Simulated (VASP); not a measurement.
# Y2SiF2 (P4mm) in VASP: single point with PBE

Aim: the single point of Y2SiF2 with PBE.

Program: VASP 6.6.1. These are calculated values, not measurements. Logs are shortened: lines on timing, memory, paths and dates and some standing lists are left out, and cuts for length are marked.

**1. The cell of the first run**

It takes space group P4mm (No. 99, tetragonal). The conventional cell has a = 3.711 Å, b = 3.711 Å, c = 6.123 Å, α = 90.00°, β = 90.00°, γ = 90.00°. Within 2.5 Å of Y (site symmetry 2mm) lie 1 F at 1.92 Å. Within 3.3 Å of Si (site symmetry 4mm) lie 4 Y at 2.52 Å and 4 F at 3.11 Å. Within 2.5 Å of F (site symmetry 2mm) lie 1 Y at 1.92 Å.

**2. Single point, PBE**

INCAR

```
PREC = Accurate ; ENCUT = 520
EDIFF = 1E-6 ; ISMEAR = 0
SIGMA = 0.1 ; LREAL = F
LASPH = T ; NELM = 80
ALGO = Normal ; ISIF = 2
LWAVE = F ; LCHARG = F
GGA = PE ; NBANDS = 28
```

KPOINTS

```
Automatic mesh
0
Gamma
  6 6 4
```

POSCAR

```
Y2SiF2
1.0
    3.7108076100      0.0000000000      0.0000000000
    0.0000000000      3.7108076100      0.0000000000
    0.0000000000      0.0000000000      6.1225396400
Y Si F
2 1 2
Direct
    0.0000000000      0.5000000000      0.8261322400
    0.5000000000      0.0000000000      0.8261322400
    0.5000000000      0.5000000000      0.1054986500
    0.0000000000      0.5000000000      0.5130589400
    0.5000000000      0.0000000000      0.5130589400
```

Potentials or basis: VASP PAW PBE potentials, release 64 (Y_sv, Si, F).

Command:

```console
> cat potpaw_PBE.64/Y_sv/POTCAR potpaw_PBE.64/Si/POTCAR potpaw_PBE.64/F/POTCAR > POTCAR
> mpirun -np 1 vasp_std > vasp.out
```

OUTCAR:

```text
PREC = Accurate
   ENCUT = 520
   EDIFF = 1E-6
   ISMEAR = 0
   LREAL = F
   LASPH = T
   NELM = 80
   ISIF = 2
   GGA = PE

 ion  position               nearest neighbor table
   1  0.000  0.500  0.826-   4 1.92   3 2.52   3 2.52   2 2.62   2 2.62   2 2.62   2 2.62
   2  0.500  0.000  0.826-   5 1.92   3 2.52   3 2.52   1 2.62   1 2.62   1 2.62   1 2.62
   3  0.500  0.500  0.105-   1 2.52   2 2.52   2 2.52   1 2.52
   4  0.000  0.500  0.513-   1 1.92
   5  0.500  0.000  0.513-   2 1.92

  LATTYP: Found a simple tetragonal cell.
 ALAT       =     3.7108076100
 C/A-ratio  =     1.6499210639

  Lattice vectors:

 A1 = (   3.7108076100,   0.0000000000,   0.0000000000)
 A2 = (   0.0000000000,   3.7108076100,   0.0000000000)
 A3 = (   0.0000000000,   0.0000000000,   6.1225396400)

Analysis of symmetry for initial positions (statically):
=====================================================================
 Subroutine PRICEL returns:
 Original cell was already a primitive cell.

 Routine SETGRP: Setting up the symmetry group for a
 simple tetragonal supercell.

 Subroutine GETGRP returns: Found  8 space group operations
 (whereof  8 operations were pure point group operations)
 out of a pool of 16 trial point group operations.

The static configuration has the point symmetry C_4v.

Analysis of symmetry for dynamics (positions and initial velocities):
=====================================================================
 Subroutine PRICEL returns:
 Original cell was already a primitive cell.

 Routine SETGRP: Setting up the symmetry group for a
 simple tetragonal supercell.

 Subroutine GETGRP returns: Found  8 space group operations
 (whereof  8 operations were pure point group operations)
 out of a pool of 16 trial point group operations.

The dynamic configuration has the point symmetry C_4v.

 Subroutine INISYM returns: Found  8 space group operations
 (whereof  8 operations are pure point group operations),
 and found     1 'primitive' translations

----------------------------------------------------------------------------------------

                                     Primitive cell

  volume of cell :      84.3079

  direct lattice vectors                    reciprocal lattice vectors
     3.710807610  0.000000000  0.000000000     0.269483117  0.000000000  0.000000000
     0.000000000  3.710807610  0.000000000     0.000000000  0.269483117  0.000000000
     0.000000000  0.000000000  6.122539640     0.000000000  0.000000000  0.163330915

  length of vectors
     3.710807610  3.710807610  6.122539640     0.269483117  0.269483117  0.163330915

  position of ions in fractional coordinates (direct lattice)
     0.000000000  0.500000000  0.826132240
     0.500000000  0.000000000  0.826132240
     0.500000000  0.500000000  0.105498650
     0.000000000  0.500000000  0.513058940
     0.500000000  0.000000000  0.513058940

  ion indices of the primitive-cell ions
   primitive index   ion index
                 1           1
                 2           2
                 3           3
                 4           4
                 5           5

----------------------------------------------------------------------------------------

 KPOINTS: Automatic mesh

Automatic generation of k-mesh.
 Grid dimensions read from file:
 generate k-points for:    6    6    4

 Generating k-lattice:

  Cartesian coordinates                     Fractional coordinates (reciprocal lattice)
     0.044913853  0.000000000  0.000000000     0.166666667  0.000000000  0.000000000
     0.000000000  0.044913853  0.000000000     0.000000000  0.166666667  0.000000000
     0.000000000  0.000000000  0.040832729     0.000000000  0.000000000  0.250000000

  Length of vectors
     0.044913853  0.044913853  0.040832729

  Shift w.r.t. Gamma in fractional coordinates (k-lattice)
     0.000000000  0.000000000  0.000000000

 Subroutine IBZKPT returns following result:
 ===========================================

 Found     30 irreducible k-points:

 Following reciprocal coordinates:
            Coordinates               Weight
  0.000000  0.000000  0.000000      1.000000
  0.166667  0.000000  0.000000      4.000000
  0.333333  0.000000  0.000000      4.000000
  0.500000  0.000000  0.000000      2.000000
  0.166667  0.166667  0.000000      4.000000
  0.333333  0.166667  0.000000      8.000000
[... 16 lines left out ...]
  0.333333  0.000000  0.500000      4.000000
  0.500000  0.000000  0.500000      2.000000
 [... further k-points ...]
   k-points           NKPTS =     30   k-points in BZ     NKDIM =     30   number of bands    NBANDS=     28
   number of dos      NEDOS =    301   number of ions     NIONS =      5
   total plane-waves  NPLWV =  37632
   dimension x,y,z NGX =    28 NGY =   28 NGZ =   48
   dimension x,y,z NGXF=    56 NGYF=   56 NGZF=   96
   ions per type =               2   1   2
   NGX,Y,Z   is equivalent  to a cutoff of  12.54, 12.54, 13.03 a.u.
   NGXF,Y,Z  is equivalent  to a cutoff of  25.09, 25.09, 26.07 a.u.
 SYSTEM =  unknown system
   PREC   = accura    normal or accurate (medium, high low for compatibility)
   ISTART =      0    job   : 0-new  1-cont  2-samecut
   ICHARG =      2    charge: 1-file 2-atom 10-const
   ISPIN  =      1    spin polarized calculation?
   LNONCOLLINEAR =      F non collinear calculations
   LSORBIT =      F    spin-orbit coupling
   LASPH  =      T    aspherical Exc in radial PAW
   ENCUT  =  520.0 eV  38.22 Ry    6.18 a.u.   6.90  6.90 11.38*2*pi/ulx,y,z
   NELM   =     80;   NELMIN=  2; NELMDL= -5     # of ELM steps
   EDIFF  = 0.1E-05   stopping-criterion for ELM
   LREAL  =      F    real-space projection
   EDIFFG = 0.1E-04   stopping-criterion for IOM
   NSW    =      0    number of steps for IOM
   IBRION =     -1    ionic relax: 0-MD 1-quasi-New 2-CG
   NFREE  =      0    steps in history (QN), initial steepest desc. (CG)
   ISIF   =      2    stress and relaxation
   ISYM   =      2    0-nonsym 1-usesym 2-fastsym
   POTIM  = 0.5000    time-step for ionic-motion
   TEBEG  =    0.0;   TEEND  =   0.0 temperature during run
   PSTRESS=    0.0 pullay stress
   NELECT =      40.0000    total number of electrons
   NUPDOWN=      -1.0000    fix difference up-down
   EMIN   =  10.00;   EMAX   =-10.00  energy-range for DOS
   EFERMI =   0.00;   METHOD = LEGACY
   ISMEAR =     0;   SIGMA  =   0.10  broadening in eV -4-tet -1-fermi 0-gaus
   EFERMI_NEDOS =   21; number of points for ismear=-14 and -15
   IALGO  =     38    algorithm
   IMIX   =      4    mixing-type and parameters
     AMIX     =   0.40;   BMIX     =  1.00
     AMIX_MAG =   1.60;   BMIX_MAG =  1.00
  volume/ion in A,a.u.               =      16.86       113.79
  Fermi-wavevector in a.u.,A,eV,Ry     =   1.276846  2.412890 22.182079  1.630337
  Thomas-Fermi vector in A             =   2.409479
   LORBIT       =      0    0 simple, 1 ext, 2 COOP (PROOUT), +10 PAW based schemes
   GGA     = PE    functional components
   LHFCALC =     F    Hartree Fock is set to
   AEXX    =    0.0000 exact exchange contribution
   IVDW    =     0    specifies the selected vdW correction
   LEPSILON=     F    determine dielectric tensor
   LRPA    =     F    only Hartree local field effects (RPA)
 non-spin polarized calculation
 Gauss-broadening in eV      SIGMA  =   0.10
  energy-cutoff  :      520.00
  volume of cell :       84.31
 maximum number of plane-waves:      2288
 NGX is ok and might be reduce to    28
   NGX = 13   NGY = 13   NGZ = 23

 number of electron      39.9999983 magnetization

 Free energy of the ion-electron system (eV)
  ---------------------------------------------------
  ext. energy  EPLUGINS =         0.00000000
  ---------------------------------------------------
  free energy    TOTEN  =       -21.67883563 eV

  energy without entropy =      -21.65207189  energy(sigma->0) =      -21.66545376

 E-fermi :   3.1634     XC(G=0): -10.0348

 val. band max:        3.1306665617   @ k =   0.3333   0.1667   0.5000
 cond. band min:       3.1686706772   @ k =   0.3333   0.0000   0.0000
 fundamental gap:      0.0380041155
 Fermi energy:         3.1634178594

 k-point     1 :       0.0000    0.0000    0.0000
  band No.  band energies     occupation
      1     -38.9555      2.00000
      2     -37.6757      2.00000
      3     -21.4146      2.00000
      4     -20.4900      2.00000
      5     -20.1436      2.00000
      6     -20.1436      2.00000
[... 20 lines left out ...]
     27       9.2641      0.00000
     28      10.8081      0.00000

 k-point     2 :       0.1667    0.0000    0.0000
  band No.  band energies     occupation
      1     -38.8737      2.00000
      2     -37.7655      2.00000
      3     -21.3516      2.00000
      4     -20.5508      2.00000
      5     -20.0094      2.00000
      6     -19.9774      2.00000
[... 20 lines left out ...]
     27      10.1863      0.00000
     28      10.5108      0.00000

 k-point     3 :       0.3333    0.0000    0.0000
  band No.  band energies     occupation
      1     -38.6475      2.00000
      2     -38.0078      2.00000
      3     -21.1804      2.00000
      4     -20.7174      2.00000
      5     -19.6033      2.00000
      6     -19.5017      2.00000
[... 20 lines left out ...]
     27       9.2044      0.00000
     28       9.9220      0.00000

 k-point     4 :       0.5000    0.0000    0.0000
  band No.  band energies     occupation
      1     -38.3331      2.00000
      2     -38.3302      2.00000
      3     -20.9517      2.00000
      4     -20.9433      2.00000
      5     -18.9765      2.00000
      6     -18.8999      2.00000
[... 578 lines left out ...]
     27      10.0294      0.00000
     28      10.2037      0.00000

 k-point    23 :       0.3333    0.0000    0.5000
  band No.  band energies     occupation
      1     -38.6475      2.00000
      2     -38.0077      2.00000
      3     -21.1899      2.00000
      4     -20.7228      2.00000
      5     -19.6030      2.00000
      6     -19.5016      2.00000
[... 20 lines left out ...]
     27       9.2763      0.00000
     28       9.6908      0.00000

 k-point    24 :       0.5000    0.0000    0.5000
  band No.  band energies     occupation
      1     -38.3331      2.00000
      2     -38.3302      2.00000
      3     -20.9598      2.00000
      4     -20.9500      2.00000
      5     -18.9757      2.00000
      6     -18.8997      2.00000
[... 20 lines left out ...]
     27       8.5320      0.00000
     28       8.6577      0.00000

 [... further k-points ...]

------------------------ aborting loop because EDIFF is reached ----------------------------------------

  FORCE on cell =-STRESS in cart. coord.  units (eV):
  Direction    XX          YY          ZZ          XY          YZ          ZX
  --------------------------------------------------------------------------------------
  -------------------------------------------------------------------------------------
  Total       23.4423397     23.4423397     16.3419461      0.0000000     -0.0000000      0.0000000
  in kB      445.4952270    445.4952270    310.5602537      0.0000000     -0.0000000      0.0000000
  external PRESSURE =     400.5169026 kB  Pullay stress =       0.0000000 kB

 VOLUME and BASIS-vectors are now :
 -----------------------------------------------------------------------------
  energy-cutoff  :      520.00
  volume of cell :       84.31
      direct lattice vectors                 reciprocal lattice vectors
     3.710807610  0.000000000  0.000000000     0.269483117  0.000000000  0.000000000
     0.000000000  3.710807610  0.000000000     0.000000000  0.269483117  0.000000000
     0.000000000  0.000000000  6.122539640     0.000000000  0.000000000  0.163330915

 POSITION                                       TOTAL-FORCE (eV/Angst)
 -----------------------------------------------------------------------------------
      0.00000      1.85540      5.05803         0.000000      0.000000     -0.698454
      1.85540      0.00000      5.05803        -0.000000     -0.000000     -0.698454
      1.85540      1.85540      0.64592         0.000000      0.000000      5.439966
      0.00000      1.85540      3.14122        -0.000000     -0.000000     -2.021529
      1.85540      0.00000      3.14122        -0.000000     -0.000000     -2.021529
 -----------------------------------------------------------------------------------
    total drift:                                0.000000      0.000000     -0.000880

  FREE ENERGIE OF THE ION-ELECTRON SYSTEM (eV)
  ---------------------------------------------------
  free  energy   TOTEN  =       -21.6788356308 eV

  energy  without entropy=      -21.6520718887  energy(sigma->0) =      -21.66545376
```

Wall time 78 s (1 thread of Intel Xeon Platinum 8259CL at 2.50GHz (Skylake/Cascade Lake), shared host); peak memory 0.24 GiB.

Results:

```
Free energy            : -21.6788 eV
Pressure               : 40.1 GPa
Largest force          : 5.440 eV/Å
Band gap on the k mesh : zero (band 20 reaches 3.73 eV, above the bottom of band 21 at 2.56 eV)
```

Forces on the atoms (eV/Å):
```
Y    0.000  0.000 -0.698
Y    0.000  0.000 -0.698
Si   0.000  0.000  5.440
F    0.000  0.000 -2.022
F    0.000  0.000 -2.022
```

Caveat: forces of over 1 eV/Å act on the atoms, so gaps and moduli don't describe the material at rest.
